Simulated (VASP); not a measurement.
# Cu in VASP: a series of runs

The runs below take Cu through single point, with PBE.

Everything below comes from runs of VASP 6.6.1. Logs are shortened: lines on timing, memory, paths and dates and some standing lists are left out, and cuts for length are marked.

## (1) The cell of the first run

The cell holds a slab with vacuum, 16 atoms: a = 7.220 Å, b = 5.105 Å, c = 16.829 Å, α = 90.00°, β = 90.00°, γ = 90.00°.

## (2) Single point, PBE

Input file INCAR:

```
SYSTEM = Cu
ALGO = Normal
EDIFF = 1E-7
ENCUT = 520
GGA = PE
ISIF = 2
ISMEAR = -1
LASPH = .True.
LCHARG = .True.
LELF = .True.
LREAL = Auto
LVHAR = .True.
LWAVE = .False.
NBANDS = 102
NELM = 80
PREC = Accurate
SIGMA = 0.05
```

Input file KPOINTS:

```
k-points
0
Gamma
  2 3 1
  0 0 0
```

Input file POSCAR:

```
Cu
1.0
    7.2200000000      0.0000000000      0.0000000000
    0.0000000000      5.1053110000      0.0000000000
    0.0000000000      0.0000000000     16.8289830000
Cu
16
Direct
    0.2500000000      0.2499945645      0.0594212972
    0.7500000000      0.2499945645      0.0594212972
    0.2500000000      0.7500032809      0.0594212972
    0.7500000000      0.7500032809      0.0594212972
   -0.0046537396      0.0181379744      0.1288194301
    0.5012465374     -0.0296553922      0.1109217354
   -0.0232548476      0.5389681451      0.1326223932
    0.5043490305      0.4839665987      0.1276191199
    0.2471329640      0.2810798402      0.2308933344
    0.7550969529      0.2640779377      0.2145584198
    0.2750692521      0.7890606468      0.2102800864
    0.7333656510      0.7665350847      0.2204054755
   -0.0036980609     -0.0148864584      0.2816747750
    0.4983656510      0.0382738681      0.2855490436
   -0.0092382271      0.4882562492      0.2849132357
    0.5014404432      0.5343063331      0.2930004742
```

Potentials or basis: VASP PAW PBE potentials, release 64 (Cu).

Run with:

```bash
$ cat potpaw_PBE.64/Cu/POTCAR > POTCAR
$ mpirun -np 1 vasp_std > vasp.out
```

OUTCAR:

```text
SYSTEM = Cu
   EDIFF = 1E-7
   ENCUT = 520
   GGA = PE
   ISIF = 2
   ISMEAR = -1
   LASPH = .True.
   LREAL = Auto
   NELM = 80
   PREC = Accurate

 ion  position               nearest neighbor table
   1  0.250  0.250  0.059-   6 2.47   8 2.47   5 2.48   3 2.55   3 2.55   7 2.75
   2  0.750  0.250  0.059-   8 2.43   5 2.43   6 2.45   7 2.52   4 2.55   4 2.55  10 2.61
   3  0.250  0.750  0.059-   6 2.30   1 2.55   1 2.55  11 2.55   8 2.56   7 2.56   5 2.57
   4  0.750  0.750  0.059-   6 2.29   7 2.31   8 2.51   5 2.53   2 2.55   2 2.55  12 2.71
   5  0.995  0.018  0.129-   2 2.43   7 2.45   1 2.48   4 2.53   3 2.57  13 2.58  10 2.58   7 2.66
                            11 2.71  12 2.76
   6  0.501  0.970  0.111-   4 2.29   3 2.30   2 2.45   1 2.47   8 2.50  11 2.51   8 2.64  12 2.70

   7  0.977  0.539  0.133-   4 2.31   5 2.45   2 2.52  10 2.54   3 2.56  12 2.57  15 2.58   5 2.66
                             1 2.75
   8  0.504  0.484  0.128-   2 2.43   1 2.47   6 2.50   4 2.51   3 2.56  10 2.58   6 2.64  11 2.66
                            12 2.69   9 2.75
   9  0.247  0.281  0.231-  15 2.32  14 2.38  16 2.48  13 2.51  11 2.54  11 2.62   8 2.75
  10  0.755  0.264  0.215-  15 2.37  14 2.49  13 2.52   7 2.54  12 2.55  12 2.57   5 2.58   8 2.58
                             2 2.61  16 2.65
  11  0.275  0.789  0.210-  14 2.41  16 2.51   6 2.51   9 2.54  13 2.55   3 2.55   9 2.62   8 2.66
                             5 2.71
  12  0.733  0.767  0.220-  16 2.39  13 2.43  14 2.45  10 2.55  10 2.57   7 2.57  15 2.58   8 2.69
                             6 2.70   4 2.71   5 2.76
  13  0.996  0.985  0.282-  12 2.43   9 2.51  10 2.52  15 2.54  11 2.55  15 2.57   5 2.58
  14  0.498  0.038  0.286-   9 2.38  11 2.41  12 2.45  10 2.49  16 2.54  16 2.58
  15  0.991  0.488  0.285-   9 2.32  10 2.37  13 2.54  13 2.57   7 2.58  12 2.58
  16  0.501  0.534  0.293-  12 2.39   9 2.48  11 2.51  14 2.54  14 2.58  10 2.65

  LATTYP: Found a simple orthorhombic cell.
 ALAT       =     5.1053110000
 B/A-ratio  =     1.4142135513
 C/A-ratio  =     3.2963678413

  Lattice vectors:

 A1 = (   0.0000000000,  -5.1053110000,   0.0000000000)
 A2 = (   7.2200000000,   0.0000000000,   0.0000000000)
 A3 = (   0.0000000000,   0.0000000000,  16.8289830000)

Analysis of symmetry for initial positions (statically):
=====================================================================
 Subroutine PRICEL returns:
 Original cell was already a primitive cell.

 Routine SETGRP: Setting up the symmetry group for a
 simple orthorhombic supercell.

 Subroutine GETGRP returns: Found  1 space group operations
 (whereof  1 operations were pure point group operations)
 out of a pool of  8 trial point group operations.

The static configuration has the point symmetry C_1 .

Analysis of symmetry for dynamics (positions and initial velocities):
=====================================================================
 Subroutine PRICEL returns:
 Original cell was already a primitive cell.

 Routine SETGRP: Setting up the symmetry group for a
 simple orthorhombic supercell.

 Subroutine GETGRP returns: Found  1 space group operations
 (whereof  1 operations were pure point group operations)
 out of a pool of  8 trial point group operations.

The dynamic configuration has the point symmetry C_1 .

 Subroutine INISYM returns: Found  1 space group operations
 (whereof  1 operations are pure point group operations),
 and found     1 'primitive' translations

----------------------------------------------------------------------------------------

                                     Primitive cell

  volume of cell :     620.3221

  direct lattice vectors                    reciprocal lattice vectors
     7.220000000  0.000000000  0.000000000     0.138504155  0.000000000  0.000000000
     0.000000000  5.105311000  0.000000000     0.000000000  0.195874453  0.000000000
     0.000000000  0.000000000 16.828983000     0.000000000  0.000000000  0.059421297

  length of vectors
     7.220000000  5.105311000 16.828983000     0.138504155  0.195874453  0.059421297

  position of ions in fractional coordinates (direct lattice)
     0.250000000  0.249994564  0.059421297
     0.750000000  0.249994564  0.059421297
     0.250000000  0.750003281  0.059421297
     0.750000000  0.750003281  0.059421297
     0.995346260  0.018137974  0.128819430
     0.501246537  0.970344608  0.110921735
[... 8 lines left out ...]
     0.990761773  0.488256249  0.284913236
     0.501440443  0.534306333  0.293000474

  ion indices of the primitive-cell ions
   primitive index   ion index
                 1           1
                 2           2
                 3           3
                 4           4
                 5           5
                 6           6
[... 8 lines left out ...]
                15          15
                16          16

----------------------------------------------------------------------------------------

 KPOINTS: k-points

Automatic generation of k-mesh.
 Grid dimensions read from file:
 generate k-points for:    2    3    1

 Generating k-lattice:

  Cartesian coordinates                     Fractional coordinates (reciprocal lattice)
     0.069252078  0.000000000  0.000000000     0.500000000  0.000000000  0.000000000
     0.000000000  0.065291484  0.000000000     0.000000000  0.333333333  0.000000000
     0.000000000  0.000000000  0.059421297     0.000000000  0.000000000  1.000000000

  Length of vectors
     0.069252078  0.065291484  0.059421297

  Shift w.r.t. Gamma in fractional coordinates (k-lattice)
     0.000000000  0.000000000  0.000000000

 Subroutine IBZKPT returns following result:
 ===========================================

 Found      4 irreducible k-points:

 Following reciprocal coordinates:
            Coordinates               Weight
  0.000000  0.000000  0.000000      1.000000
  0.500000  0.000000  0.000000      1.000000
  0.000000  0.333333  0.000000      2.000000
  0.500000  0.333333  0.000000      2.000000
   k-points           NKPTS =      4   k-points in BZ     NKDIM =      4   number of bands    NBANDS=    102
   number of dos      NEDOS =    301   number of ions     NIONS =     16
   total plane-waves  NPLWV = 272160
   dimension x,y,z NGX =    54 NGY =   40 NGZ =  126
   dimension x,y,z NGXF=   108 NGYF=   80 NGZF=  252
   ions per type =              16
   NGX,Y,Z   is equivalent  to a cutoff of  12.43, 13.03, 12.45 a.u.
   NGXF,Y,Z  is equivalent  to a cutoff of  24.87, 26.05, 24.89 a.u.
 SYSTEM =  Cu
   PREC   = accura    normal or accurate (medium, high low for compatibility)
   ISTART =      0    job   : 0-new  1-cont  2-samecut
   ICHARG =      2    charge: 1-file 2-atom 10-const
   ISPIN  =      1    spin polarized calculation?
   LNONCOLLINEAR =      F non collinear calculations
   LSORBIT =      F    spin-orbit coupling
   LASPH  =      T    aspherical Exc in radial PAW
   ENCUT  =  520.0 eV  38.22 Ry    6.18 a.u.  13.42  9.49 31.29*2*pi/ulx,y,z
   NELM   =     80;   NELMIN=  2; NELMDL= -5     # of ELM steps
   EDIFF  = 0.1E-06   stopping-criterion for ELM
   LREAL  =      T    real-space projection
   EDIFFG = 0.1E-05   stopping-criterion for IOM
   NSW    =      0    number of steps for IOM
   IBRION =     -1    ionic relax: 0-MD 1-quasi-New 2-CG
   NFREE  =      0    steps in history (QN), initial steepest desc. (CG)
   ISIF   =      2    stress and relaxation
   ISYM   =      2    0-nonsym 1-usesym 2-fastsym
   POTIM  = 0.5000    time-step for ionic-motion
   TEBEG  =    0.0;   TEEND  =   0.0 temperature during run
   PSTRESS=    0.0 pullay stress
   NELECT =     176.0000    total number of electrons
   NUPDOWN=      -1.0000    fix difference up-down
   EMIN   =  10.00;   EMAX   =-10.00  energy-range for DOS
   EFERMI =   0.00;   METHOD = LEGACY
   ISMEAR =    -1;   SIGMA  =   0.05  broadening in eV -4-tet -1-fermi 0-gaus
   EFERMI_NEDOS =   21; number of points for ismear=-14 and -15
   IALGO  =     38    algorithm
   IMIX   =      4    mixing-type and parameters
     AMIX     =   0.40;   BMIX     =  1.00
     AMIX_MAG =   1.60;   BMIX_MAG =  1.00
  volume/ion in A,a.u.               =      38.77       261.63
  Fermi-wavevector in a.u.,A,eV,Ry     =   1.075738  2.032851 15.744837  1.157213
  Thomas-Fermi vector in A             =   2.211603
   LORBIT       =      0    0 simple, 1 ext, 2 COOP (PROOUT), +10 PAW based schemes
   GGA     = PE    functional components
   LHFCALC =     F    Hartree Fock is set to
   AEXX    =    0.0000 exact exchange contribution
   IVDW    =     0    specifies the selected vdW correction
   LEPSILON=     F    determine dielectric tensor
   LRPA    =     F    only Hartree local field effects (RPA)
 non-spin polarized calculation
  energy-cutoff  :      520.00
  volume of cell :      620.32
 maximum number of plane-waves:     16767
 NGX is ok and might be reduce to    54
   NGX = 27   NGY = 19   NGZ = 63

 number of electron     176.0000027 magnetization

 Free energy of the ion-electron system (eV)
  ---------------------------------------------------
  ext. energy  EPLUGINS =         0.00000000
  ---------------------------------------------------
  free energy    TOTEN  =       -51.47361171 eV

  energy without entropy =      -51.38981333  energy(sigma->0) =      -51.43171252

 E-fermi :  -0.8327     XC(G=0):  -5.0911

 val. band max:       -0.8393370362   @ k =   0.0000   0.3333   0.0000
 cond. band min:      -0.8034725180   @ k =   0.0000   0.3333   0.0000
 fundamental gap:      0.0358645183
 Fermi energy:        -0.8327491310

 k-point     1 :       0.0000    0.0000    0.0000
  band No.  band energies     occupation
      1      -8.8297      2.00000
      2      -6.5863      2.00000
      3      -6.3454      2.00000
      4      -6.1836      2.00000
      5      -5.3140      2.00000
      6      -5.3033      2.00000
[... 92 lines left out ...]
     99       2.7983      0.00000
    100       3.1988      0.00000

 k-point     2 :       0.5000    0.0000    0.0000
  band No.  band energies     occupation
      1      -8.2356      2.00000
      2      -7.9745      2.00000
      3      -6.1807      2.00000
      4      -5.9832      2.00000
      5      -5.1984      2.00000
      6      -5.1359      2.00000
[... 92 lines left out ...]
     99       1.8850      0.00000
    100       1.9679      0.00000

 k-point     3 :       0.0000    0.3333    0.0000
  band No.  band energies     occupation
      1      -8.1796      2.00000
      2      -6.4862      2.00000
      3      -6.0268      2.00000
      4      -5.8389      2.00000
      5      -5.6881      2.00000
      6      -5.1883      2.00000
[... 92 lines left out ...]
     99       3.6583      0.00000
    100       3.8301      0.00000

 k-point     4 :       0.5000    0.3333    0.0000
  band No.  band energies     occupation
      1      -7.6122      2.00000
      2      -7.3605      2.00000
      3      -6.0902      2.00000
      4      -5.8818      2.00000
      5      -5.6477      2.00000
      6      -5.4249      2.00000
[... 92 lines left out ...]
     99       2.5922      0.00000
    100       2.6872      0.00000
 [bands above 100 left out]

------------------------ aborting loop because EDIFF is reached ----------------------------------------

  FORCE on cell =-STRESS in cart. coord.  units (eV):
  Direction    XX          YY          ZZ          XY          YZ          ZX
  --------------------------------------------------------------------------------------
  -------------------------------------------------------------------------------------
  Total       -2.5594315     -7.8630675     -1.0129941     -0.3370699      0.1047692      0.5765696
  in kB       -6.6105383    -20.3088491     -2.6163764     -0.8705893      0.2705996      1.4891726
  external PRESSURE =      -9.8452546 kB  Pullay stress =       0.0000000 kB

 VOLUME and BASIS-vectors are now :
 -----------------------------------------------------------------------------
  energy-cutoff  :      520.00
  volume of cell :      620.32
      direct lattice vectors                 reciprocal lattice vectors
     7.220000000  0.000000000  0.000000000     0.138504155  0.000000000  0.000000000
     0.000000000  5.105311000  0.000000000     0.000000000  0.195874453  0.000000000
     0.000000000  0.000000000 16.828983000     0.000000000  0.000000000  0.059421297

 POSITION                                       TOTAL-FORCE (eV/Angst)
 -----------------------------------------------------------------------------------
      1.80500      1.27630      1.00000        -0.251432      0.166423      0.284079
      5.41500      1.27630      1.00000         0.135262      0.042030     -0.152473
      1.80500      3.82900      1.00000        -0.720323     -0.393679     -0.074493
      5.41500      3.82900      1.00000         0.237120     -0.029586     -0.548518
      7.18640      0.09260      2.16790         0.270088      0.131478      0.092883
      3.61900      4.95391      1.86670         0.011813      1.081371      0.800887
[... 8 lines left out ...]
      7.15330      2.49270      4.79480        -0.103062      0.625651      0.233531
      3.62040      2.72780      4.93090        -0.092964     -0.239338     -0.225131
 -----------------------------------------------------------------------------------
    total drift:                               -0.001258      0.002404     -0.001648

  FREE ENERGIE OF THE ION-ELECTRON SYSTEM (eV)
  ---------------------------------------------------
  free  energy   TOTEN  =       -51.4736117080 eV

  energy  without entropy=      -51.3898133276  energy(sigma->0) =      -51.43171252
```

Run time: 14 min. Hardware: 1 thread of Intel Xeon Platinum 8488C (Sapphire Rapids), shared host; peak memory 0.62 GiB.

Results:

```
Free energy            : -51.4736 eV
Largest force          : 1.346 eV/Å
Band gap on the k mesh : zero (band 88 reaches -0.53 eV, above the bottom of band 89 at -0.87 eV)
```

Forces in eV/Å, atoms in the order of the input:
```
Cu  -0.251  0.166  0.284
Cu   0.135  0.042 -0.152
Cu  -0.720 -0.394 -0.074
Cu   0.237 -0.030 -0.549
Cu   0.270  0.131  0.093
Cu   0.012  1.081  0.801
Cu   1.035 -0.775  0.184
Cu  -0.280  0.011  0.220
Cu   0.193 -0.050 -0.759
Cu  -0.533 -0.165 -0.007
Cu  -0.561 -0.478  0.135
Cu   0.168 -0.039 -0.372
Cu   0.195  0.123 -0.003
Cu   0.297 -0.011  0.193
Cu  -0.103  0.626  0.234
Cu  -0.093 -0.239 -0.225
```

Caveat: the k points lie up to 0.44 Å⁻¹ apart.

## (3) Single point, PBE

Input file INCAR:

```
ALGO = Normal ; EDIFF = 1E-6
ENCUT = 520 ; GGA = PE
ISIF = 2 ; ISMEAR = -1
LASPH = True ; LCHARG = False
LREAL = Auto ; LWAVE = False
NBANDS = 102 ; NELM = 60
PREC = Accurate ; SIGMA = 0.05
```

Input file KPOINTS:

```
k-points
0
Gamma
  2 3 1
```

Input file POSCAR:

```
Cu
1.0
    7.2200000000      0.0000000000      0.0000000000
    0.0000000000      5.1053110000      0.0000000000
    0.0000000000      0.0000000000     16.8289830000
Cu
16
Direct
    0.2500000000      0.2499945645      0.0594212972
    0.7500000000      0.2499945645      0.0594212972
    0.2500000000      0.7500032809      0.0594212972
    0.7500000000      0.7500032809      0.0594212972
    0.0094875346      0.0127906018      0.1393785947
    0.4899168975     -0.0090493997      0.1192585434
    0.0040166205      0.5076674075      0.1364669511
    0.4858448753      0.5267259918      0.1152654323
    0.1807479224      0.2578491301      0.2262881839
    0.7375069252      0.2067063104      0.2248858413
    0.2181578947      0.7309642841      0.2582746682
    0.7132132964      0.7523537743      0.2185455889
   -0.0079501385      0.0022525562      0.3024900554
    0.4369806094      0.0558633940      0.2868206593
   -0.0750554017      0.4843191727      0.3176246598
    0.5238919668      0.4688255035      0.3094661157
```

Potentials or basis: VASP PAW PBE potentials, release 64 (Cu).

Run with:

```bash
$ cat potpaw_PBE.64/Cu/POTCAR > POTCAR
$ mpirun -np 1 vasp_std > vasp.out
```

It took 14 min on 1 thread of Intel Xeon Platinum 8488C (Sapphire Rapids), shared host; peak memory 0.61 GiB.

It converged, with:

| Quantity | Value |
| --- | --- |
| Free energy | -50.0844 eV |
| Largest force | 1.708 eV/Å |
| Band gap on the k mesh | zero (band 88 reaches -0.28 eV, above the bottom of band 89 at -1.00 eV) |

Forces on the atoms (eV/Å):
```
Cu  -0.444  0.045  0.108
Cu   0.074  0.100  0.554
Cu  -1.339  0.324 -0.334
Cu   0.503  0.075  0.384
Cu  -0.798 -0.902 -0.685
Cu   0.494  0.824  0.707
Cu  -0.503  0.433 -0.334
Cu   0.826 -1.232  0.848
Cu   1.243  0.850  0.461
Cu  -0.054  1.010 -0.263
Cu   0.325 -0.938 -0.685
Cu   0.123 -0.735  0.099
Cu  -1.310 -0.306  0.519
Cu   0.733 -1.287 -0.225
Cu  -0.041  0.351 -0.754
Cu   0.167  1.389 -0.400
```

Levels at points of the mesh, in eV from the Fermi level:
```
           k point  band 83  band 84  band 85  band 86  band 87  band 88  band 89  band 90  band 91  band 92
(0.00, 0.00, 0.00)    -1.20    -1.18    -1.03    -0.89    -0.72     0.31     0.48     1.27     1.37     1.38
(0.50, 0.00, 0.00)    -1.18    -1.16    -0.24    -0.22     0.47     0.63     0.65     0.74     0.89     0.91
```

Caveat: the k points lie up to 0.44 Å⁻¹ apart.

(Continued in part 2 of 2.)
